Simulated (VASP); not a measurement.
# In3Se (P4/mmm) in VASP: notebook

Runs on In3Se. Level: PBEsol+D3(BJ). Tasks: single point.

Everything below comes from runs of VASP 6.6.1. Logs are shortened: lines on timing, memory, paths and dates and some standing lists are left out, and cuts for length are marked.

### Step 1. The cell of the first run

It takes space group P4/mmm (No. 123, tetragonal). The conventional cell has a = 4.492 Å, b = 4.492 Å, c = 4.403 Å, α = 90.00°, β = 90.00°, γ = 90.00°. In (site symmetry mmm) has 8 In at 3.14 to 3.18 Å and 4 Se at 3.14 Å within 4.1 Å. In (site symmetry 4/mmm) has 8 In at 3.14 Å and 4 Se at 3.18 Å within 4.1 Å. Se (site symmetry 4/mmm) has 12 In at 3.14 to 3.18 Å within 4.1 Å.

### Step 2. Single point, PBEsol+D3(BJ) (22.21 Å³/atom)

INCAR reads:

```
PREC = Accurate ; ENCUT = 520
EDIFF = 1E-6 ; ISMEAR = 0
SIGMA = 0.15 ; LREAL = F
LASPH = T ; NELM = 100
ALGO = Normal ; ISIF = 2
LWAVE = F ; LCHARG = F
GGA = PS ; IVDW = 12
NBANDS = 30
```

KPOINTS reads:

```
regular mesh
0
Gamma
  10 10 10
```

POSCAR reads:

```
In3Se
1.0
    4.4917102027      0.0000000000      0.0000000000
    0.0000000000      4.4917102027      0.0000000000
    0.0000000000      0.0000000000      4.4027743407
In Se
3 1
Direct
    0.0000000000      0.5000000000      0.5000000000
    0.5000000000      0.0000000000      0.5000000000
    0.5000000000      0.5000000000      0.0000000000
    0.0000000000      0.0000000000      0.0000000000
```

Potentials or basis: VASP PAW PBE potentials, release 64 (In_d, Se).

Run with:

```sh
> cat potpaw_PBE.64/In_d/POTCAR potpaw_PBE.64/Se/POTCAR > POTCAR
> mpirun -np 1 vasp_std > vasp.out
```

OUTCAR:

```text
PREC = Accurate
   ENCUT = 520
   EDIFF = 1E-6
   ISMEAR = 0
   LREAL = F
   LASPH = T
   NELM = 100
   ISIF = 2
   GGA = PS
   IVDW = 12
 IVDW          = 12

 ion  position               nearest neighbor table
   1  0.000  0.500  0.500-   3 3.14   4 3.14   3 3.14   4 3.14   4 3.14   4 3.14   3 3.14   3 3.14
                             2 3.18   2 3.18   2 3.18   2 3.18
   2  0.500  0.000  0.500-   3 3.14   4 3.14   3 3.14   4 3.14   3 3.14   3 3.14   4 3.14   4 3.14
                             1 3.18   1 3.18   1 3.18   1 3.18
   3  0.500  0.500  0.000-   1 3.14   2 3.14   1 3.14   2 3.14   2 3.14   2 3.14   1 3.14   1 3.14
                             4 3.18   4 3.18   4 3.18   4 3.18
   4  0.000  0.000  0.000-   1 3.14   2 3.14   1 3.14   2 3.14   1 3.14   1 3.14   2 3.14   2 3.14
                             3 3.18   3 3.18   3 3.18   3 3.18

  LATTYP: Found a simple tetragonal cell.
 ALAT       =     4.4917102027
 C/A-ratio  =     0.9802000000

  Lattice vectors:

 A1 = (   4.4917102027,   0.0000000000,   0.0000000000)
 A2 = (   0.0000000000,   4.4917102027,   0.0000000000)
 A3 = (   0.0000000000,   0.0000000000,   4.4027743407)

Analysis of symmetry for initial positions (statically):
=====================================================================
 Subroutine PRICEL returns:
 Original cell was already a primitive cell.

 Routine SETGRP: Setting up the symmetry group for a
 simple tetragonal supercell.

 Subroutine GETGRP returns: Found 16 space group operations
 (whereof 16 operations were pure point group operations)
 out of a pool of 16 trial point group operations.

The static configuration has the point symmetry D_4h.

Analysis of symmetry for dynamics (positions and initial velocities):
=====================================================================
 Subroutine PRICEL returns:
 Original cell was already a primitive cell.

 Routine SETGRP: Setting up the symmetry group for a
 simple tetragonal supercell.

 Subroutine GETGRP returns: Found 16 space group operations
 (whereof 16 operations were pure point group operations)
 out of a pool of 16 trial point group operations.

The dynamic configuration has the point symmetry D_4h.

 Subroutine INISYM returns: Found 16 space group operations
 (whereof 16 operations are pure point group operations),
 and found     1 'primitive' translations

----------------------------------------------------------------------------------------

                                     Primitive cell

[... 95 lines left out ...]
   LREAL  =      F    real-space projection
   EDIFFG = 0.1E-04   stopping-criterion for IOM
   NSW    =      0    number of steps for IOM
   IBRION =     -1    ionic relax: 0-MD 1-quasi-New 2-CG
   NFREE  =      0    steps in history (QN), initial steepest desc. (CG)
   ISIF   =      2    stress and relaxation
   ISYM   =      2    0-nonsym 1-usesym 2-fastsym
   POTIM  = 0.5000    time-step for ionic-motion
   TEBEG  =    0.0;   TEEND  =   0.0 temperature during run
   PSTRESS=    0.0 pullay stress
   NELECT =      45.0000    total number of electrons
   NUPDOWN=      -1.0000    fix difference up-down
   EMIN   =  10.00;   EMAX   =-10.00  energy-range for DOS
   EFERMI =   0.00;   METHOD = LEGACY
   ISMEAR =     0;   SIGMA  =   0.15  broadening in eV -4-tet -1-fermi 0-gaus
   EFERMI_NEDOS =   21; number of points for ismear=-14 and -15
   IALGO  =     38    algorithm
   IMIX   =      4    mixing-type and parameters
     AMIX     =   0.40;   BMIX     =  1.00
     AMIX_MAG =   1.60;   BMIX_MAG =  1.00
  volume/ion in A,a.u.               =      22.21       149.86
  Fermi-wavevector in a.u.,A,eV,Ry     =   1.305056  2.466198 23.173039  1.703170
  Thomas-Fermi vector in A             =   2.435950
   LORBIT       =      0    0 simple, 1 ext, 2 COOP (PROOUT), +10 PAW based schemes
   GGA     = PS    functional components
   LHFCALC =     F    Hartree Fock is set to
   AEXX    =    0.0000 exact exchange contribution
   IVDW    =    12    specifies the selected vdW correction
   LEPSILON=     F    determine dielectric tensor
   LRPA    =     F    only Hartree local field effects (RPA)
 non-spin polarized calculation
 Gauss-broadening in eV      SIGMA  =   0.15
  energy-cutoff  :      520.00
  volume of cell :       88.83
 maximum number of plane-waves:      2429
 NGX is ok and might be reduce to    36
   NGX = 17   NGY = 17   NGZ = 17

 number of electron      45.0000013 magnetization

 Free energy of the ion-electron system (eV)
  ---------------------------------------------------
  ext. energy  EPLUGINS =         0.00000000
  ---------------------------------------------------
  free energy    TOTEN  =       -12.96082049 eV

  energy without entropy =      -12.94281232  energy(sigma->0) =      -12.95181640

 E-fermi :   8.2987     XC(G=0): -10.9564

 val. band max:        8.2771884848   @ k =   0.3000   0.1000   0.4000
 cond. band min:       8.3074582276   @ k =   0.4000   0.1000   0.3000
 fundamental gap:      0.0302697428
 Fermi energy:         8.2987477059

 k-point     1 :       0.0000    0.0000    0.0000
  band No.  band energies     occupation
      1      -6.7922      2.00000
      2      -6.6801      2.00000
      3      -6.6801      2.00000
      4      -6.6575      2.00000
      5      -6.4872      2.00000
      6      -6.4666      2.00000
[... 781 lines left out ...]
     29      15.4306      0.00000
     30      16.2223      0.00000

 [... further k-points ...]

------------------------ aborting loop because EDIFF is reached ----------------------------------------

 Edisp (eV)   -1.61328

 E8    (eV) :    -1.1362

  FORCE on cell =-STRESS in cart. coord.  units (eV):
  Direction    XX          YY          ZZ          XY          YZ          ZX
  --------------------------------------------------------------------------------------
  -------------------------------------------------------------------------------------
  Total       2.84088     2.84088     2.87427     0.00000     0.00000     0.00000
  in kB      51.24055    51.24055    51.84270     0.00000     0.00000     0.00000
  external pressure =       51.44 kB  Pullay stress =        0.00 kB

 VOLUME and BASIS-vectors are now :
 -----------------------------------------------------------------------------
  energy-cutoff  :      520.00
  volume of cell :       88.83
      direct lattice vectors                 reciprocal lattice vectors
     4.491710203  0.000000000  0.000000000     0.222632350  0.000000000  0.000000000
     0.000000000  4.491710203  0.000000000     0.000000000  0.222632350  0.000000000
     0.000000000  0.000000000  4.402774341     0.000000000  0.000000000  0.227129515

 POSITION                                       TOTAL-FORCE (eV/Angst)
 -----------------------------------------------------------------------------------
      0.00000      2.24586      2.20139         0.000000      0.000000      0.000000
      2.24586      0.00000      2.20139         0.000000      0.000000      0.000000
      2.24586      2.24586      0.00000         0.000000      0.000000      0.000000
      0.00000      0.00000      0.00000         0.000000      0.000000      0.000000
 -----------------------------------------------------------------------------------
    total drift:                                0.000000      0.000000      0.000000

  FREE ENERGIE OF THE ION-ELECTRON SYSTEM (eV)
  ---------------------------------------------------
  free  energy   TOTEN  =       -14.5741007010 eV

  energy  without entropy=      -14.5560925266  energy(sigma->0) =      -14.56509661
```

It took 4.1 min on 1 thread of Intel Xeon Platinum 8488C (Sapphire Rapids), shared host; peak memory 0.41 GiB.

Results:

| Property | Result |
| --- | --- |
| Free energy | -14.5741 eV |
| Pressure | 5.1 GPa |
| Band gap on the k mesh | zero (an odd number of electrons rules out a gap without spin polarisation) |
| Dispersion energy per atom | -0.403 eV |

Caveat: the cell stands under pressure; the PAW data sets were made with another functional, which shifts forces and pressure a little; spin-orbit coupling is left out, which moves the levels of the heavy elements.

### Step 3. Single point, PBEsol+D3(BJ) (22.21 Å³/atom)

INCAR reads:

```
SYSTEM = In3Se
ALGO = Normal
EDIFF = 1E-6
ENCUT = 520
GGA = PS
ISIF = 2
ISMEAR = 0
IVDW = 12
LASPH = .True.
LCHARG = .False.
LREAL = .False.
LWAVE = .False.
NBANDS = 30
NELM = 100
PREC = Accurate
SIGMA = 0.15
```

KPOINTS reads:

```
k-points
0
Gamma
  10 10 10
  0 0 0
```

POSCAR reads:

```
In3Se
1.0
    4.4322221681      0.0000000000      0.0000000000
    0.0000000000      4.4322221681      0.0000000000
    0.0000000000      0.0000000000      4.5217530559
In Se
3 1
Direct
    0.0000000000      0.5000000000      0.5000000000
    0.5000000000      0.0000000000      0.5000000000
    0.5000000000      0.5000000000      0.0000000000
    0.0000000000      0.0000000000      0.0000000000
```

Potentials or basis: VASP PAW PBE potentials, release 64 (In_d, Se).

Run with:

```sh
> cat potpaw_PBE.64/In_d/POTCAR potpaw_PBE.64/Se/POTCAR > POTCAR
> mpirun -np 1 vasp_std > vasp.out
```

Wall time 3.6 min (1 thread of Intel Xeon Platinum 8488C (Sapphire Rapids), shared host); peak memory 0.41 GiB.

Results (log left out):

| Quantity | Value |
| --- | --- |
| Free energy | -14.5739 eV |
| Pressure | 5.1 GPa |
| Band gap on the k mesh | zero (an odd number of electrons rules out a gap without spin polarisation) |
| Dispersion energy per atom | -0.403 eV |

Stress tensor (GPa, compression positive):
```
5.20 0.00 0.00
0.00 5.20 0.00
0.00 0.00 5.04
```

Levels at points of the mesh, in eV from the Fermi level:
| k point | band 19 | band 20 | band 21 | band 22 | band 23 | band 24 | band 25 | band 26 |
| --- | --- | --- | --- | --- | --- | --- | --- | --- |
| (0.00, 0.00, 0.00) | -4.20 | -4.20 | -2.00 | -1.73 | 1.25 | 1.31 | 1.31 | 4.68 |
| (0.50, 0.00, 0.00) | -3.20 | -3.07 | -1.30 | -0.86 | -0.56 | -0.32 | 1.00 | 4.42 |
| (0.50, 0.50, 0.00) | -6.51 | -2.49 | -1.30 | -0.46 | -0.46 | 1.59 | 1.59 | 1.73 |
| (0.00, 0.00, 0.50) | -3.14 | -3.14 | -1.16 | -0.81 | -0.42 | -0.42 | 1.12 | 4.60 |
| (0.50, 0.00, 0.50) | -6.59 | -2.42 | -1.11 | -0.31 | -0.24 | 1.74 | 1.76 | 2.06 |
| (0.50, 0.50, 0.50) | -5.40 | -4.51 | -4.50 | -4.50 | -4.10 | 3.60 | 3.89 | 3.89 |

Caveat: the cell stands under pressure; the PAW data sets were made with another functional, which shifts forces and pressure a little; spin-orbit coupling is left out, which moves the levels of the heavy elements.

(Continued in part 2 of 2.)

The gap in the log of VASP goes by the Fermi energy; the results here count the filled bands.